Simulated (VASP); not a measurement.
The system is Ni.

```xyz
1
Lattice="0.0000 1.7651 1.7651 1.7651 0.0000 1.7651 1.7651 1.7651 0.0000" Properties=species:S:1:pos:R:3 pbc="T T T"
Ni    0.0000    0.0000    0.0000
```

Base run:

| Property | Result |
| --- | --- |
| Program | VASP 6.6.1 |
| Functional | PBE |
| Potentials or basis | VASP PAW PBE potentials, release 64 (Ni) |
| Cutoff | 520 eV |
| k mesh | 15 × 15 × 15 |
| Occupations | fermi-dirac, width 0.1 eV |
| Spin | collinear spin, ferromagnetic start |
| Starting moments | [0.48] μB |
| Fixed moment | 0.48 μB |

Its results: pressure -2.0 GPa; site moments Ni +0.49 μB.

**Question.** After a change of settings the same cell gave: pressure 14.1 GPa; site moments Ni +1.60 μB. Which change was it?
A. fixed moment from 0.48 μB to none; moments at the start from [0.48] to [2.0]
B. fixed moment from 0.48 μB to 1.92 μB; moments at the start from [0.48] to [1.92]
C. fixed moment from 0.48 μB to 1.68 μB; moments at the start from [0.48] to [1.68]
D. fixed moment from 0.48 μB to 0.24 μB; moments at the start from [0.48] to [0.24]

**Answer.** C.

Caveats: the total moment is fixed, so each spin has its own Fermi level.
